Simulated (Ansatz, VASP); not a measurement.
# Zr in VASP and in Ansatz

```
CELL_PARAMETERS angstrom
3.23110 0.00000 0.00000
-1.61555 2.79821 0.00000
0.00000 0.00000 26.35030
ATOMIC_POSITIONS crystal
Zr 0.00000 0.00000 0.30775
Zr 0.33333 0.66667 0.39970
Zr 0.00000 0.00000 0.50000
Zr 0.33333 0.66667 0.60030
Zr 0.00000 0.00000 0.69225
```

Alike in both runs: task single point; functional PBE; k mesh 15 × 15 × 1; occupations fermi-dirac, width 0.08 eV; no spin polarisation.

|  | VASP | Ansatz |
| --- | --- | --- |
| version | VASP 6.6.1 | Ansatz 0.2.0 |
| potentials or method | VASP PAW PBE potentials, release 64 (Zr_sv) | PAW with Ansatz's default frozen-core files, scalar-relativistic |
| plane-wave cutoff (eV) | 520 | 420 |
| valence electrons in the cell | 60 | 60 |

|  | VASP | Ansatz | Ansatz less VASP |
| --- | --- | --- | --- |
| rms of the force components (eV/Å) | 0.003 | 0.003 | -0.0004 |

Atom by atom the forces differ by 0.001 eV/Å (rms over components).
